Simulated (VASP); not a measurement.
**C: electric field gradients with PBE+D3(BJ)**

C:

```
CELL_PARAMETERS angstrom
2.46498 0.00000 0.00000
-1.23249 2.13474 0.00000
0.00000 0.00000 6.73843
ATOMIC_POSITIONS crystal
C 0.00000 0.00000 0.00250
C 0.00000 0.00000 0.50250
C 0.33333 0.66667 0.00250
C 0.66667 0.33333 0.50250
```

```
Program                : VASP 6.6.1
Task                   : electric field gradients
Functional             : PBE
Dispersion             : D3(BJ)
Potentials or basis    : VASP PAW PBE potentials, release 64 (C)
Cutoff                 : 520 eV
k mesh                 : 18 × 18 × 6
Occupations            : fermi-dirac, width 0.15 eV
Spin                   : no spin polarisation
Dipole correction      : no
Further INCAR settings : ALGO = Normal; EDIFF = 1e-08; NBANDS = 16
```

- Pressure: 0.5 GPa
- Band gap on the k mesh: zero (bands 8 and 9 overlap by 0.02 eV)
- Largest electric field gradient by atom: C +31.3, +29.7 (each value once) V/Å²
- Dispersion energy per atom: -0.156 eV

Stress tensor (GPa, compression positive):
```
 0.72  0.00  0.00
 0.00  0.72  0.00
 0.00  0.00 -0.08
```

Levels at points of the mesh, in eV from the Fermi level:
```tsv
k point	band 4	band 5	band 6	band 7	band 8	band 9	band 10	band 11	band 12	band 13
(0.00, 0.00, 0.00)	-6.58	-3.03	-3.03	-3.01	-3.01	4.24	8.31	8.31	8.36	8.36
(0.50, 0.00, 0.00)	-13.17	-6.42	-6.37	-2.76	-2.09	1.50	2.17	7.21	7.59	11.25
(0.00, 0.00, 0.50)	-7.63	-3.02	-3.02	-3.02	-3.02	6.85	6.85	8.34	8.34	8.34
(0.50, 0.00, 0.50)	-13.22	-6.40	-6.40	-2.37	-2.37	1.65	1.65	7.39	7.39	12.54
```

Electric field gradients, principal values (V/Å²):
```tsv
atom	least	middle	greatest (by size)
1 C	-15.672	-15.674	31.346
2 C	-15.672	-15.674	31.346
3 C	-14.839	-14.840	29.679
4 C	-14.839	-14.840	29.679
```

It took 32 s on 1 thread of Intel(R) Xeon(R) 6975P-C (Granite Rapids), with other jobs on the host, peak memory 0.19 GiB.

Caveat: without QUAD_EFG the Cq values of the log hold for a quadrupole moment of 1 mb, not for the nuclei.
